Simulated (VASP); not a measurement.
# MgO (base) (Fm-3m) in VASP: density of states with PBE

Aim: the density of states of MgO (base) with PBE.

Everything below comes from runs of VASP 6.6.1. Logs are shortened: lines on timing, memory, paths and dates and some standing lists are left out, and cuts for length are marked.

## 1. The cell of the first run

It takes space group Fm-3m (No. 225, cubic). The conventional cell has a = 4.254 Å, b = 4.254 Å, c = 4.254 Å, α = 90.00°, β = 90.00°, γ = 90.00°. Mg (site symmetry m-3m) has 6 O at 2.13 Å within 2.8 Å. O (site symmetry m-3m) has 6 Mg at 2.13 Å within 2.8 Å.

## 2. Density of states, PBE

Input file POSCAR:

```
MgO
1.0
    0.0000000000      2.1268316263      2.1268316263
    2.1268316263      0.0000000000      2.1268316263
    2.1268316263      2.1268316263      0.0000000000
Mg O
1 1
Direct
    0.0000000000      0.0000000000      0.0000000000
    0.5000000000      0.5000000000      0.5000000000
```

Input file INCAR.step1:

```
PREC = Accurate ; ENCUT = 520
EDIFF = 1E-6 ; ISMEAR = 0
SIGMA = 0.02 ; LREAL = F
LASPH = T ; NELM = 120
ALGO = Normal ; ISIF = 2
LWAVE = F ; LCHARG = T
GGA = PE ; NBANDS = 11
GGA_COMPAT = F ; NEDOS = 2001
LORBIT = 11
```

Input file KPOINTS.step1:

```
regular mesh
0
Gamma
  10 10 10
```

Input file INCAR.step2:

```
PREC = Accurate ; ENCUT = 520
EDIFF = 1E-6 ; ISMEAR = -5
SIGMA = 0.02 ; LREAL = F
LASPH = T ; NELM = 120
ALGO = Normal ; ISIF = 2
LWAVE = F ; LCHARG = F
GGA = PE ; LORBIT = 10
NEDOS = 1001 ; ICHARG = 11
GGA_COMPAT = F
```

Input file KPOINTS.step2:

```
regular mesh
0
Gamma
  15 15 15
```

Potentials or basis: VASP PAW PBE potentials, release 64 (Mg, O).

Launch:

```sh
cat potpaw_PBE.64/Mg/POTCAR potpaw_PBE.64/O/POTCAR > POTCAR
cp INCAR.step1 INCAR
cp KPOINTS.step1 KPOINTS
mpirun -np 1 vasp_std > vasp.out
cp INCAR.step2 INCAR
cp KPOINTS.step2 KPOINTS
mpirun -np 1 vasp_std > vasp.out
```

OUTCAR:

```text
PREC = Accurate
   ENCUT = 520
   EDIFF = 1E-6
   ISMEAR = -5
   LREAL = F
   LASPH = T
   NELM = 120
   ISIF = 2
   GGA = PE
   LORBIT = 10
   ICHARG = 11

 ion  position               nearest neighbor table
   1  0.000  0.000  0.000-   2 2.13   2 2.13   2 2.13   2 2.13   2 2.13   2 2.13
   2  0.500  0.500  0.500-   1 2.13   1 2.13   1 2.13   1 2.13   1 2.13   1 2.13

  LATTYP: Found a face centered cubic cell.
 ALAT       =     4.2536632526

  Lattice vectors:

 A1 = (   0.0000000000,   2.1268316263,   2.1268316263)
 A2 = (   2.1268316263,   0.0000000000,   2.1268316263)
 A3 = (   2.1268316263,   2.1268316263,   0.0000000000)

Analysis of symmetry for initial positions (statically):
=====================================================================
 Subroutine PRICEL returns:
 Original cell was already a primitive cell.

 Routine SETGRP: Setting up the symmetry group for a
 face centered cubic supercell.

 Subroutine GETGRP returns: Found 48 space group operations
 (whereof 48 operations were pure point group operations)
 out of a pool of 48 trial point group operations.

The static configuration has the point symmetry O_h .

Analysis of symmetry for dynamics (positions and initial velocities):
=====================================================================
 Subroutine PRICEL returns:
 Original cell was already a primitive cell.

 Routine SETGRP: Setting up the symmetry group for a
 face centered cubic supercell.

 Subroutine GETGRP returns: Found 48 space group operations
 (whereof 48 operations were pure point group operations)
 out of a pool of 48 trial point group operations.

The dynamic configuration has the point symmetry O_h .

 Subroutine INISYM returns: Found 48 space group operations
 (whereof 48 operations are pure point group operations),
 and found     1 'primitive' translations

----------------------------------------------------------------------------------------

                                     Primitive cell

  volume of cell :      19.2411

  direct lattice vectors                    reciprocal lattice vectors
     0.000000000  2.126831626  2.126831626    -0.235091482  0.235091482  0.235091482
     2.126831626  0.000000000  2.126831626     0.235091482 -0.235091482  0.235091482
     2.126831626  2.126831626  0.000000000     0.235091482  0.235091482 -0.235091482

  length of vectors
     3.007794131  3.007794131  3.007794131     0.407190392  0.407190392  0.407190392

  position of ions in fractional coordinates (direct lattice)
     0.000000000  0.000000000  0.000000000
     0.500000000  0.500000000  0.500000000

  ion indices of the primitive-cell ions
   primitive index   ion index
                 1           1
                 2           2

----------------------------------------------------------------------------------------

 KPOINTS: regular mesh

Automatic generation of k-mesh.
 Grid dimensions read from file:
 generate k-points for:   15   15   15

 Generating k-lattice:

  Cartesian coordinates                     Fractional coordinates (reciprocal lattice)
    -0.015672765  0.015672765  0.015672765     0.066666667  0.000000000  0.000000000
     0.015672765 -0.015672765  0.015672765     0.000000000  0.066666667  0.000000000
     0.015672765  0.015672765 -0.015672765     0.000000000  0.000000000  0.066666667

  Length of vectors
     0.027146026  0.027146026  0.027146026

  Shift w.r.t. Gamma in fractional coordinates (k-lattice)
     0.000000000  0.000000000  0.000000000

 TETIRR: Found    484 inequivalent tetrahedra from    20250

 Subroutine IBZKPT returns following result:
 ===========================================

 Found    120 irreducible k-points:

 Following reciprocal coordinates:
            Coordinates               Weight
  0.000000  0.000000  0.000000      1.000000
  0.066667  0.000000  0.000000      8.000000
  0.133333  0.000000  0.000000      8.000000
  0.200000  0.000000  0.000000      8.000000
  0.266667  0.000000  0.000000      8.000000
  0.333333  0.000000  0.000000      8.000000
[... 16 lines left out ...]
  0.133333  0.133333  0.000000      6.000000
  0.200000  0.133333  0.000000     24.000000
 [... further k-points ...]
   k-points           NKPTS =    120   k-points in BZ     NKDIM =    120   number of bands    NBANDS=      8
   number of dos      NEDOS =   1001   number of ions     NIONS =      2
   total plane-waves  NPLWV =  13824
   dimension x,y,z NGX =    24 NGY =   24 NGZ =   24
   dimension x,y,z NGXF=    48 NGYF=   48 NGZF=   48
   ions per type =               1   1
   NGX,Y,Z   is equivalent  to a cutoff of  13.27, 13.27, 13.27 a.u.
   NGXF,Y,Z  is equivalent  to a cutoff of  26.53, 26.53, 26.53 a.u.
 SYSTEM =  unknown system
   PREC   = accura    normal or accurate (medium, high low for compatibility)
   ISTART =      0    job   : 0-new  1-cont  2-samecut
   ICHARG =     11    charge: 1-file 2-atom 10-const
   ISPIN  =      1    spin polarized calculation?
   LNONCOLLINEAR =      F non collinear calculations
   LSORBIT =      F    spin-orbit coupling
   LASPH  =      T    aspherical Exc in radial PAW
   ENCUT  =  520.0 eV  38.22 Ry    6.18 a.u.   5.59  5.59  5.59*2*pi/ulx,y,z
   NELM   =    120;   NELMIN=  2; NELMDL=  0     # of ELM steps
   EDIFF  = 0.1E-05   stopping-criterion for ELM
   LREAL  =      F    real-space projection
   EDIFFG = 0.1E-04   stopping-criterion for IOM
   NSW    =      0    number of steps for IOM
   IBRION =     -1    ionic relax: 0-MD 1-quasi-New 2-CG
   NFREE  =      0    steps in history (QN), initial steepest desc. (CG)
   ISIF   =      2    stress and relaxation
   ISYM   =      2    0-nonsym 1-usesym 2-fastsym
   POTIM  = 0.5000    time-step for ionic-motion
   TEBEG  =    0.0;   TEEND  =   0.0 temperature during run
   PSTRESS=    0.0 pullay stress
   NELECT =       8.0000    total number of electrons
   NUPDOWN=      -1.0000    fix difference up-down
   EMIN   =  10.00;   EMAX   =-10.00  energy-range for DOS
   EFERMI =   0.00;   METHOD = LEGACY
   ISMEAR =    -5;   SIGMA  =   0.02  broadening in eV -4-tet -1-fermi 0-gaus
   EFERMI_NEDOS =   21; number of points for ismear=-14 and -15
   IALGO  =     38    algorithm
   IMIX   =      4    mixing-type and parameters
     AMIX     =   0.40;   BMIX     =  1.00
     AMIX_MAG =   1.60;   BMIX_MAG =  1.00
  volume/ion in A,a.u.               =       9.62        64.92
  Fermi-wavevector in a.u.,A,eV,Ry     =   1.221880  2.309017 20.313356  1.492990
  Thomas-Fermi vector in A             =   2.357046
   LORBIT       =     10    0 simple, 1 ext, 2 COOP (PROOUT), +10 PAW based schemes
   GGA     = PE    functional components
   LHFCALC =     F    Hartree Fock is set to
   AEXX    =    0.0000 exact exchange contribution
   IVDW    =     0    specifies the selected vdW correction
   LEPSILON=     F    determine dielectric tensor
   LRPA    =     F    only Hartree local field effects (RPA)
 non-spin polarized calculation
 Fermi weights with tetrahedron method with Bloechl corrections
  energy-cutoff  :      520.00
  volume of cell :       19.24
 maximum number of plane-waves:       534

 number of electron       8.0000004 magnetization

 Free energy of the ion-electron system (eV)
  ---------------------------------------------------
  ext. energy  EPLUGINS =         0.00000000
  ---------------------------------------------------
  free energy    TOTEN  =       -11.91170426 eV

  energy without entropy =      -11.91170426  energy(sigma->0) =      -11.91170426

 E-fermi :   2.9964     XC(G=0): -10.9398

 val. band max:        2.9690370739   @ k =   0.0000   0.0000   0.0000
 cond. band min:       7.4139207900   @ k =   0.0000   0.0000   0.0000
 fundamental gap:      4.4448837161
 Fermi energy:         2.9963808501

 k-point     1 :       0.0000    0.0000    0.0000
  band No.  band energies     occupation
      1     -14.1459      2.00000
      2       2.9690      2.00000
      3       2.9690      2.00000
      4       2.9690      2.00000
      5       7.4139      0.00000
      6      18.6016      0.00000
      7      18.6016      0.00000
      8      18.6016      0.00000

 k-point     2 :       0.0667    0.0000    0.0000
  band No.  band energies     occupation
      1     -14.1008      2.00000
      2       2.6582      2.00000
      3       2.9399      2.00000
      4       2.9399      2.00000
      5       7.7194      0.00000
      6      17.9303      0.00000
      7      18.7076      0.00000
      8      18.7076      0.00000

 k-point     3 :       0.1333    0.0000    0.0000
  band No.  band energies     occupation
      1     -13.9705      2.00000
      2       1.9202      2.00000
      3       2.8587      2.00000
      4       2.8587      2.00000
      5       8.4318      0.00000
      6      16.7934      0.00000
      7      18.9821      0.00000
      8      18.9821      0.00000
[... 210 lines left out ...]
 k-point    23 :       0.1333    0.1333    0.0000
  band No.  band energies     occupation
      1     -13.9147      2.00000
      2       1.8394      2.00000
      3       2.7171      2.00000
      4       2.7171      2.00000
      5       8.7600      0.00000
      6      16.2779      0.00000
      7      19.1330      0.00000
      8      19.1330      0.00000

 k-point    24 :       0.2000    0.1333    0.0000
  band No.  band energies     occupation
      1     -13.7695      2.00000
      2       1.2731      2.00000
      3       2.5915      2.00000
      4       2.5980      2.00000
      5       9.4051      0.00000
      6      15.5345      0.00000
      7      19.2902      0.00000
      8      19.3982      0.00000

 [... further k-points ...]

------------------------ aborting loop because EDIFF is reached ----------------------------------------

  FORCE on cell =-STRESS in cart. coord.  units (eV):
  Direction    XX          YY          ZZ          XY          YZ          ZX
  --------------------------------------------------------------------------------------
  -------------------------------------------------------------------------------------
  Total       -0.0862020     -0.0862020     -0.0862020     -0.0000000      0.0000000      0.0000000
  in kB       -7.1779170     -7.1779170     -7.1779170     -0.0000000      0.0000000      0.0000000
  external PRESSURE =      -7.1779170 kB  Pullay stress =       0.0000000 kB

 VOLUME and BASIS-vectors are now :
 -----------------------------------------------------------------------------
  energy-cutoff  :      520.00
  volume of cell :       19.24
      direct lattice vectors                 reciprocal lattice vectors
     0.000000000  2.126831626  2.126831626    -0.235091482  0.235091482  0.235091482
     2.126831626  0.000000000  2.126831626     0.235091482 -0.235091482  0.235091482
     2.126831626  2.126831626  0.000000000     0.235091482  0.235091482 -0.235091482

 POSITION                                       TOTAL-FORCE (eV/Angst)
 -----------------------------------------------------------------------------------
      0.00000      0.00000      0.00000        -0.000000     -0.000000      0.000000
      2.12683      2.12683      2.12683         0.000000      0.000000      0.000000
 -----------------------------------------------------------------------------------
    total drift:                               -0.000000     -0.000000      0.000000

  FREE ENERGIE OF THE ION-ELECTRON SYSTEM (eV)
  ---------------------------------------------------
  free  energy   TOTEN  =       -11.9117042592 eV

  energy  without entropy=      -11.9117042592  energy(sigma->0) =      -11.91170426

 total charge

# of ion       s       p       d       tot
------------------------------------------
    1        0.145   0.170   0.074   0.388
    2        1.542   3.544   0.000   5.085
--------------------------------------------------
tot          1.686   3.714   0.074   5.474
```

It took 14 s on 1 thread of Intel Xeon 6975P-C, shared host; peak memory 0.15 GiB.

Results:

```
Valence electrons inside the program's atomic spheres : Mg 0.39; O 5.08
```
